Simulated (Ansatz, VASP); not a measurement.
Given: the input of a run of Ansatz 0.2.0 on CuO.

Contents of input.yaml:

```yaml
crystal:
  lattice:
    - [2.83632511, 0.0, 0.0]
    - [-1.41816255, 2.4563296, 0.0]
    - [0.0, 0.0, 2.76811278]
  atoms:
    - { symbol: Cu, position: [0.0, 0.0, 0.0] }
    - { symbol: O, position: [0.6666666667, 0.3333333333, 0.5] }
kpoints:
  mp_grid: { grid: [7, 7, 6] }
scf:
  occupations: { method: fermi_dirac, width: 0.04 }
hamiltonian:
  xc: pbe
  pseudopotentials: { kind: all_electron, lapw: { basis_error: 0.002 } }
output:
  forces: true
  stress: true
  eigenvalues: true
```

Potentials or basis: all-electron LAPW, scalar-relativistic.

Run with:

```sh
$ ansatz run input.yaml --threads 1 --pin off --max-ram 3072MiB --backend cpu --events-out ev --progress --plain --runs-dir out
```

Question: Set up the same calculation for VASP 6.6.1. Potentials there: VASP PAW PBE potentials, release 64 (Cu, O).

Answer: As run (the cutoff follows the program's own potentials):

File INCAR:

```
  PREC = Accurate
  ENCUT = 520
  EDIFF = 1E-6
  ISMEAR = -1
  SIGMA = 0.04
  LREAL = False
  LASPH = True
  NELM = 60
  ALGO = Normal
  ISIF = 2
  LWAVE = False
  LCHARG = True
  GGA = PE
  LELF = True
  LVHAR = True
  NBANDS = 16
```

Contents of KPOINTS:

```
Automatic mesh
0
Gamma
  7 7 6
```

POSCAR

```
CuO
1.0
    2.8363251100      0.0000000000      0.0000000000
   -1.4181625500      2.4563296000      0.0000000000
    0.0000000000      0.0000000000      2.7681127800
Cu O
1 1
Direct
    0.0000000000      0.0000000000      0.0000000000
    0.6666666667      0.3333333333      0.5000000000
```

Potentials or basis: VASP PAW PBE potentials, release 64 (Cu, O).

Command:

```sh
$ cat potpaw_PBE.64/Cu/POTCAR potpaw_PBE.64/O/POTCAR > POTCAR
$ mpirun -np 1 vasp_std > vasp.out
```

Both were run:

|  | VASP | Ansatz | Ansatz less VASP |
| --- | --- | --- | --- |
| gap on the k mesh at the Fermi level (eV) | none | none | - |
| pressure (GPa) | -0.4 | -0.5 | -0.10 |
| traceless stress, the component that is largest in VASP (GPa) | -7.07 | -7.12 | -0.046 |

A gap of «none» marks a metal or a gap that the smearing closes. Ansatz ran all-electron here, and VASP with PAW potentials.

The k mesh is coarse, so the values compare programs but aren't converged. Noted on Ansatz's run: the k mesh is thin for a metal, which can move the energy by tens of meV per atom.
